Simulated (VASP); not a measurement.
A run of VASP 6.6.1:

Contents of INCAR:

```
SYSTEM = ZnS
ALGO = Normal
EDIFF = 1E-8
ENCUT = 520
GGA = PS
IBRION = 8
ISIF = 2
ISMEAR = 0
LASPH = .TRUE.
LCHARG = .FALSE.
LEPSILON = .TRUE.
LREAL = .FALSE.
LWAVE = .FALSE.
NBANDS = 16
NELM = 60
NSW = 1
PREC = Accurate
SIGMA = 0.01
```

File KPOINTS:

```
k-points
0
G
  10 10 10
  0 0 0
```

POSCAR

```
ZnS
1.0
    0.0000000000      2.6042856199      2.6042856199
    2.6042856199      0.0000000000      2.6042856199
    2.6042856199      2.6042856199      0.0000000000
Zn S
1 1
Direct
    0.0000000000      0.0000000000      0.0000000000
    0.7500000000      0.7500000000      0.7500000000
```

Potentials or basis: VASP PAW PBE potentials, release 64 (Zn, S).

Command:

```sh
$ cat potpaw_PBE.64/Zn/POTCAR potpaw_PBE.64/S/POTCAR > POTCAR
$ mpirun -np 1 vasp_std > vasp.out
```

Hardware: 1 thread of Intel(R) Xeon(R) Platinum 8559C (Emerald Rapids), with other jobs on the host.

**Question.** How long does it take, and how much memory?

**Answer.** Wall time 6.2 min on 1 thread of Intel(R) Xeon(R) Platinum 8559C (Emerald Rapids), with other jobs on the host, peak memory 0.36 GiB. Counts: scf iterations 145, k points 47.
